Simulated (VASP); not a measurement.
Runs of VASP 6.6.1 on Ge. The structure is that of space group Fm-3m (No. 225), or close to it. The cells are those of the table. 

```tsv
task	level	potentials or basis	cell	k mesh	cutoff (eV)	smearing	k mesh for the DOS	occupations for the DOS	gap on the mesh (eV)	pressure (GPa)
relaxation of cell and atoms	BLYP+D4	VASP PAW PBE potentials, release 64 (Ge_d)	relaxed from a = 2.981, b = 2.963, c = 2.914 Å, angles 61.2, 60.3, 60.5°, 1 atom	11 × 11 × 11	600	fermi-dirac 0.05 eV	-	-	none	0.0
single point	PBEsol	VASP PAW PBE potentials, release 64 (Ge_d)	a = 2.981, b = 2.963, c = 2.914 Å, angles 61.2, 60.3, 60.5°, 1 atom	6 × 6 × 6	520	fermi-dirac 0.05 eV	-	-	none	2.3
single point	PBE	VASP PAW PBE potentials, release 64 (Ge_d)	a = 2.981, b = 2.963, c = 2.914 Å, angles 61.2, 60.3, 60.5°, 1 atom	11 × 11 × 11	520	gaussian 0.011 eV	-	-	none	(a)
single point	BLYP+D4	VASP PAW PBE potentials, release 64 (Ge_d)	a = 3.168, b = 3.167, c = 3.156 Å, angles 60.2, 60.1, 59.8°, 1 atom	11 × 11 × 11	520	fermi-dirac 0.05 eV	-	-	none	0.0
single point	r2SCAN	VASP PAW PBE potentials, release 64 (Ge_d)	a = 2.981, b = 2.963, c = 2.914 Å, angles 61.2, 60.3, 60.5°, 1 atom	6 × 6 × 6	520	fermi-dirac 0.05 eV	-	-	none	4.4
```

Alike in all rows: no spin polarisation.

Problem. Fill in the values left out.

Solution. (a) 4.1.

Caveats: some runs use coarse meshes; the PAW data sets were made with another functional, which shifts forces and pressure a little (some runs); pairwise dispersion overbinds metals, which lowers pressure and volume (some runs).

A k mesh can miss the band edges, and the runs leave out spin-orbit coupling on Ge.

A gap of «none» marks levels without a gap at the run's occupations.
